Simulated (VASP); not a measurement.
# Mg3BeS (P4mm) in VASP: notebook, part 2 of 3

VASP 6.6.1. The steps go on from the part before.

### 4 Relaxation of cell and atoms, PBE

INCAR

```
SYSTEM = Mg3BeS
ALGO     = Normal         ! electronic algorithm
EDIFF    = 1E-6           ! SCF threshold, eV
EDIFFG   = -0.04          ! ionic threshold
ENCUT    = 600            ! plane-wave cutoff, eV
GGA      = PE             ! functional
IBRION   = 2              ! ionic algorithm
ISIF     = 3              ! what is computed and relaxed
ISMEAR   = 0              ! smearing method
LASPH    = .TRUE.         ! aspherical terms in the spheres
LCHARG   = .FALSE.        ! write CHGCAR
LREAL    = .FALSE.        ! projectors in reciprocal space
LWAVE    = .FALSE.        ! write WAVECAR
NELM     = 80             ! most SCF steps
NSW      = 90             ! ionic steps
PREC     = Accurate       ! precision mode
SIGMA    = 0.1            ! smearing width, eV
```

KPOINTS

```
k-points
0
G
  4 4 4
  0 0 0
```

POSCAR

```
Mg3BeS
1.0
    3.9221466800      0.0000000000      0.0000000000
    0.0000000000      3.9221466800      0.0000000000
    0.0000000000      0.0000000000      5.0470628800
Mg Be S
3 1 1
Direct
    0.0000000000      0.5000000000      0.5147183500
    0.5000000000      0.5000000000      0.1158523300
    0.5000000000      0.0000000000      0.5147183500
    0.5000000000      0.5000000000      0.7044957900
    0.0000000000      0.0000000000      0.9921142500
```

Potentials or basis: VASP PAW PBE potentials, release 64 (Mg, Be, S).

The run is started by

```sh
$ cat potpaw_PBE.64/Mg/POTCAR potpaw_PBE.64/Be/POTCAR potpaw_PBE.64/S/POTCAR > POTCAR
$ mpirun -np 1 vasp_std > vasp.out
```

OUTCAR:

```text
SYSTEM = Mg3BeS
   EDIFF = 1E-6
   EDIFFG = -0.04
   ENCUT = 600
   GGA = PE
   IBRION = 2
   ISIF = 3
   ISMEAR = 0
   LASPH = .TRUE.
   LREAL = .FALSE.
   NELM = 80
   NSW = 90
   PREC = Accurate

 ion  position               nearest neighbor table
   1  0.000  0.500  0.515-   4 2.18   4 2.18   3 2.77   3 2.77   3 2.77   3 2.77   2 2.81   2 2.81
                             5 3.11   5 3.11   2 3.61   2 3.61
   2  0.500  0.500  0.116-   4 2.08   3 2.81   1 2.81   3 2.81   1 2.81   5 2.84   5 2.84   5 2.84
                             5 2.84   4 2.97   1 3.61   3 3.61   1 3.61   3 3.61
   3  0.500  0.000  0.515-   4 2.18   4 2.18   1 2.77   1 2.77   1 2.77   1 2.77   2 2.81   2 2.81
                             5 3.11   5 3.11   2 3.61   2 3.61
   4  0.500  0.500  0.704-   2 2.08   1 2.18   3 2.18   3 2.18   1 2.18   2 2.97
   5  0.000  0.000  0.992-   2 2.84   2 2.84   2 2.84   2 2.84   1 3.11   3 3.11   3 3.11   1 3.11

  LATTYP: Found a simple tetragonal cell.
 ALAT       =     3.9221466800
 C/A-ratio  =     1.2868113540

  Lattice vectors:

 A1 = (   3.9221466800,   0.0000000000,   0.0000000000)
 A2 = (   0.0000000000,   3.9221466800,   0.0000000000)
 A3 = (   0.0000000000,   0.0000000000,   5.0470628800)

Analysis of symmetry for initial positions (statically):
=====================================================================
 Subroutine PRICEL returns:
 Original cell was already a primitive cell.

 Routine SETGRP: Setting up the symmetry group for a
 simple tetragonal supercell.

 Subroutine GETGRP returns: Found  8 space group operations
 (whereof  8 operations were pure point group operations)
 out of a pool of 16 trial point group operations.

The static configuration has the point symmetry C_4v.

Analysis of symmetry for dynamics (positions and initial velocities):
=====================================================================
 Subroutine PRICEL returns:
 Original cell was already a primitive cell.

 Routine SETGRP: Setting up the symmetry group for a
 simple tetragonal supercell.

 Subroutine GETGRP returns: Found  8 space group operations
 (whereof  8 operations were pure point group operations)
 out of a pool of 16 trial point group operations.

The dynamic configuration has the point symmetry C_4v.

 Subroutine INISYM returns: Found  8 space group operations
 (whereof  8 operations are pure point group operations),
 and found     1 'primitive' translations

----------------------------------------------------------------------------------------

                                     Primitive cell

  volume of cell :      77.6402

  direct lattice vectors                    reciprocal lattice vectors
     3.922146680  0.000000000  0.000000000     0.254962418  0.000000000  0.000000000
     0.000000000  3.922146680  0.000000000     0.000000000  0.254962418  0.000000000
     0.000000000  0.000000000  5.047062880     0.000000000  0.000000000  0.198135039

  length of vectors
     3.922146680  3.922146680  5.047062880     0.254962418  0.254962418  0.198135039

  position of ions in fractional coordinates (direct lattice)
     0.000000000  0.500000000  0.514718350
     0.500000000  0.500000000  0.115852330
     0.500000000  0.000000000  0.514718350
     0.500000000  0.500000000  0.704495790
     0.000000000  0.000000000  0.992114250

  ion indices of the primitive-cell ions
   primitive index   ion index
                 1           1
                 2           2
                 3           3
                 4           4
                 5           5

[... 33 lines left out ...]
  0.500000  0.500000  0.000000      1.000000
[... 10 lines left out ...]
  0.500000  0.250000  0.500000      4.000000
  0.500000  0.500000  0.500000      1.000000
   k-points           NKPTS =     18   k-points in BZ     NKDIM =     18   number of bands    NBANDS=     11
   number of dos      NEDOS =    301   number of ions     NIONS =      5
   total plane-waves  NPLWV =  40960
   dimension x,y,z NGX =    32 NGY =   32 NGZ =   40
   dimension x,y,z NGXF=    64 NGYF=   64 NGZF=   80
   ions per type =               3   1   1
   NGX,Y,Z   is equivalent  to a cutoff of  13.56, 13.56, 13.18 a.u.
   NGXF,Y,Z  is equivalent  to a cutoff of  27.13, 27.13, 26.35 a.u.
 SYSTEM =  Mg3BeS
   PREC   = accura    normal or accurate (medium, high low for compatibility)
   ISTART =      0    job   : 0-new  1-cont  2-samecut
   ICHARG =      2    charge: 1-file 2-atom 10-const
   ISPIN  =      1    spin polarized calculation?
   LNONCOLLINEAR =      F non collinear calculations
   LSORBIT =      F    spin-orbit coupling
   LASPH  =      T    aspherical Exc in radial PAW
   ENCUT  =  600.0 eV  44.10 Ry    6.64 a.u.   7.83  7.83 10.08*2*pi/ulx,y,z
   NELM   =     80;   NELMIN=  2; NELMDL= -5     # of ELM steps
   EDIFF  = 0.1E-05   stopping-criterion for ELM
   LREAL  =      F    real-space projection
   EDIFFG = -.4E-01   stopping-criterion for IOM
   NSW    =     90    number of steps for IOM
   IBRION =      2    ionic relax: 0-MD 1-quasi-New 2-CG
   NFREE  =      1    steps in history (QN), initial steepest desc. (CG)
   ISIF   =      3    stress and relaxation
   ISYM   =      2    0-nonsym 1-usesym 2-fastsym
   POTIM  = 0.5000    time-step for ionic-motion
   TEBEG  =    0.0;   TEEND  =   0.0 temperature during run
   PSTRESS=    0.0 pullay stress
   NELECT =      14.0000    total number of electrons
   NUPDOWN=      -1.0000    fix difference up-down
   EMIN   =  10.00;   EMAX   =-10.00  energy-range for DOS
   EFERMI =   0.00;   METHOD = LEGACY
   ISMEAR =     0;   SIGMA  =   0.10  broadening in eV -4-tet -1-fermi 0-gaus
   EFERMI_NEDOS =   21; number of points for ismear=-14 and -15
   IALGO  =     38    algorithm
   IMIX   =      4    mixing-type and parameters
     AMIX     =   0.40;   BMIX     =  1.00
     AMIX_MAG =   1.60;   BMIX_MAG =  1.00
  volume/ion in A,a.u.               =      15.53       104.79
  Fermi-wavevector in a.u.,A,eV,Ry     =   0.924887  1.747783 11.638643  0.855416
  Thomas-Fermi vector in A             =   2.050682
   LORBIT       =      0    0 simple, 1 ext, 2 COOP (PROOUT), +10 PAW based schemes
   GGA     = PE    functional components
   LHFCALC =     F    Hartree Fock is set to
   AEXX    =    0.0000 exact exchange contribution
   IVDW    =     0    specifies the selected vdW correction
   LEPSILON=     F    determine dielectric tensor
   LRPA    =     F    only Hartree local field effects (RPA)
 conjugate gradient relaxation of ions
 non-spin polarized calculation
 Gauss-broadening in eV      SIGMA  =   0.10
  energy-cutoff  :      600.00
  volume of cell :       77.64
 maximum number of plane-waves:      2632
 NGX is ok and might be reduce to    32
   NGX = 15   NGY = 15   NGZ = 21

--------------------------------------- Ionic step        1  -------------------------------------------

 number of electron      14.0000002 magnetization

 Free energy of the ion-electron system (eV)
  ---------------------------------------------------
  ext. energy  EPLUGINS =         0.00000000
  ---------------------------------------------------
  free energy    TOTEN  =        -8.88981664 eV

  energy without entropy =       -8.87967212  energy(sigma->0) =       -8.88474438

 E-fermi :   5.0075     XC(G=0):  -9.7140

 val. band max:        4.9922422559   @ k =   0.2500   0.2500   0.0000
 cond. band min:       5.1421955709   @ k =   0.5000   0.0000   0.2500
 fundamental gap:      0.1499533150
 Fermi energy:         5.0074555048

 k-point     1 :       0.0000    0.0000    0.0000
  band No.  band energies     occupation
      1      -8.4734      2.00000
      2      -1.5077      2.00000
      3       0.1688      2.00000
      4       1.7512      2.00000
      5       1.7512      2.00000
      6       3.9974      2.00000
      7       6.1613      0.00000
      8       6.1613      0.00000
      9       7.1340      0.00000
     10       7.1875      0.00000
     11       7.2607      0.00000
[... 346 lines left out ...]
  FREE ENERGIE OF THE ION-ELECTRON SYSTEM (eV)
  ---------------------------------------------------
  free  energy   TOTEN  =       -10.5078611925 eV

  energy  without entropy=      -10.4937511414  energy(sigma->0) =      -10.50080617

[... ionic steps 4 to 40 ...]

--------------------------------------- Ionic step       41  -------------------------------------------

 number of electron      14.0000002 magnetization

------------------------ aborting loop because EDIFF is reached ----------------------------------------
[... 73 lines left out ...]
--------------------------------------- Ionic step       43  -------------------------------------------

 number of electron      14.0000001 magnetization

 Free energy of the ion-electron system (eV)
  ---------------------------------------------------
  ext. energy  EPLUGINS =         0.00000000
  ---------------------------------------------------
  free energy    TOTEN  =       -11.81830062 eV

  energy without entropy =      -11.79423284  energy(sigma->0) =      -11.80626673

 E-fermi :   1.9565     XC(G=0):  -8.1490

 val. band max:        1.9528275024   @ k =   0.5000   0.0000   0.2500
 cond. band min:       2.0143332684   @ k =   0.5000   0.5000   0.0000
 fundamental gap:      0.0615057660
 Fermi energy:         1.9565098566

 k-point     1 :       0.0000    0.0000    0.0000
  band No.  band energies     occupation
      1     -10.3339      2.00000
      2      -3.1245      2.00000
      3      -1.2516      2.00000
      4      -1.2516      2.00000
      5      -0.4705      2.00000
      6       1.3917      2.00000
      7       2.7163      0.00000
      8       2.7163      0.00000
      9       3.1528      0.00000
     10       4.2797      0.00000
     11       5.5588      0.00000
[... 268 lines left out ...]
  FREE ENERGIE OF THE ION-ELECTRON SYSTEM (eV)
  ---------------------------------------------------
  free  energy   TOTEN  =       -11.8183006170 eV

  energy  without entropy=      -11.7942328399  energy(sigma->0) =      -11.80626673

 reached required accuracy - stopping structural energy minimisation
```

Run time: 7.8 min. Hardware: 1 thread of Intel Xeon 6975P-C (Granite Rapids), shared host; peak memory 0.21 GiB.

Results:

| Quantity | Value |
| --- | --- |
| Free energy | -11.8183 eV |
| Relaxed volume | 22.90 Å³/atom |
| Relaxed cell | a = 4.808 Å, b = 4.808 Å, c = 4.953 Å, α = 90.00°, β = 90.00°, γ = 90.00° |
| Space group after relaxing (to 0.05 Å) | P4mm (No. 99) |
| Energy gained by relaxing | 585.7 meV/atom |
| Ionic steps | 43 |
| Pressure after relaxing | 0.1 GPa |
| Largest force after relaxing | 0.031 eV/Å |
| Band gap on the k mesh | zero (band 7 reaches 2.72 eV, above the bottom of band 8 at 0.98 eV) |

Forces on the atoms (eV/Å):
```
Mg   0.000  0.000 -0.016
Mg   0.000  0.000  0.005
Mg   0.000  0.000 -0.016
Be   0.000  0.000 -0.003
S    0.000  0.000  0.031
```

Stress tensor (GPa, compression positive):
```
 0.12  0.00  0.00
 0.00  0.12  0.00
 0.00  0.00 -0.01
```

Step by step:
```tsv
step	energy change (eV)	largest force (eV/Å)	pressure (GPa)	volume (Å³)
1	0.0000	1.3079	21.28	77.64
3	-1.6180	0.8215	-0.76	108.44
5	-1.7113	0.8631	-0.47	107.37
7	-2.3222	1.6832	-0.17	106.26
9	-2.1736	2.2807	0.05	105.89
11	-2.1680	2.4470	0.36	105.39
13	-2.3039	1.5290	0.30	105.71
15	-2.3397	0.7497	0.41	105.92
17	-2.4664	0.5349	0.07	106.38
19	-2.5535	0.6259	-0.18	106.97
21	-2.6118	0.6030	0.09	106.40
23	-2.6289	0.6243	0.48	105.81
25	-2.7060	0.6296	0.57	106.58
27	-2.7074	0.5260	2.83	109.77
29	-2.8742	0.2562	0.38	112.12
31	-2.9014	0.1242	-0.67	117.31
33	-2.9180	0.1208	0.22	114.63
35	-2.9224	0.0789	-0.12	115.44
37	-2.9254	0.1722	0.24	113.98
39	-2.9271	0.0925	0.08	114.45
41	-2.9280	0.0554	-0.03	114.66
43	-2.9285	0.0309	0.08	114.50
```

Final structure:
```
Mg Be S
1.0
     4.80800    0.00000    0.00000
     0.00000    4.80800    0.00000
     0.00000    0.00000    4.95309
Mg Be S
3 1 1
Cartesian
  0.0000 2.4040 2.4241
  2.4040 2.4040 0.2400
  2.4040 0.0000 2.4241
  2.4040 2.4040 2.7953
  0.0000 0.0000 1.2395
```

Caveat: the k points lie up to 0.33 Å⁻¹ apart in the final cell; the volume moved by over 15 % at a fixed basis, so the end points are rough.

### 5 Single point, PBE

This run uses another cell than the first one, of 23.25 Å³/atom, 1.497 times its volume.

INCAR

```
SYSTEM = Mg3BeS
ALGO = Normal
EDIFF = 1E-7
ENCUT = 520
GGA = PE
ISIF = 2
ISMEAR = 0
LASPH = .TRUE.
LCHARG = .FALSE.
LREAL = .FALSE.
LWAVE = .FALSE.
NBANDS = 15
NELM = 80
PREC = Accurate
SIGMA = 0.1
```

KPOINTS

```
k-points
0
G
  8 8 8
  0 0 0
```

POSCAR

```
Mg3BeS
1.0
    4.8293547978      0.0000000000      0.0000000000
    0.0000000000      4.8293547978      0.0000000000
    0.0000000000      0.0000000000      4.9844896559
Mg Be S
3 1 1
Direct
    0.0000000000      0.5000000000      0.4864099883
    0.5000000000      0.5000000000      0.0454514758
    0.5000000000      0.0000000000      0.4864099883
    0.5000000000      0.5000000000      0.5602963273
    0.0000000000      0.0000000000      0.2633312903
```

The run is started by

```sh
$ cat potpaw_PBE.64/Mg/POTCAR potpaw_PBE.64/Be/POTCAR potpaw_PBE.64/S/POTCAR > POTCAR
$ mpirun -np 1 vasp_std > vasp.out
```

It took 92 s on 1 thread of Intel Xeon 6975P-C (Granite Rapids), shared host; peak memory 0.31 GiB.

Results (log left out):

```
Free energy            : -11.8315 eV
Pressure               : -0.1 GPa
Largest force          : 0.009 eV/Å
Band gap on the k mesh : zero (band 7 reaches 2.66 eV, above the bottom of band 8 at 0.99 eV)
```

Forces on the atoms (eV/Å):
```
Mg   0.000  0.000 -0.007
Mg   0.000  0.000 -0.003
Mg   0.000  0.000 -0.007
Be   0.000  0.000  0.008
S    0.000  0.000  0.009
```

Levels at points of the mesh, in eV from the Fermi level:
| k point | band 3 | band 4 | band 5 | band 6 | band 7 | band 8 | band 9 | band 10 | band 11 | band 12 |
| --- | --- | --- | --- | --- | --- | --- | --- | --- | --- | --- |
| (0.00, 0.00, 0.00) | -3.30 | -3.30 | -2.46 | -0.59 | 0.74 | 0.74 | 1.13 | 2.26 | 3.64 | 5.44 |
| (0.50, 0.00, 0.00) | -2.95 | -2.69 | -2.05 | -1.62 | -0.21 | 0.16 | 1.88 | 2.72 | 4.02 | 4.38 |
| (0.50, 0.50, 0.00) | -4.54 | -4.28 | -2.17 | 0.04 | 0.04 | 0.16 | 2.75 | 2.87 | 3.58 | 3.58 |
| (0.00, 0.00, 0.50) | -3.17 | -3.17 | -3.13 | -1.43 | 0.59 | 0.59 | 1.98 | 3.44 | 3.92 | 3.92 |
| (0.50, 0.00, 0.50) | -3.42 | -3.18 | -2.88 | -0.73 | -0.57 | 0.17 | 1.15 | 3.38 | 3.67 | 4.48 |
| (0.50, 0.50, 0.50) | -4.24 | -3.61 | -2.73 | -1.97 | -0.92 | -0.92 | 2.89 | 2.89 | 4.79 | 6.52 |

(Continued in part 3 of 3.)
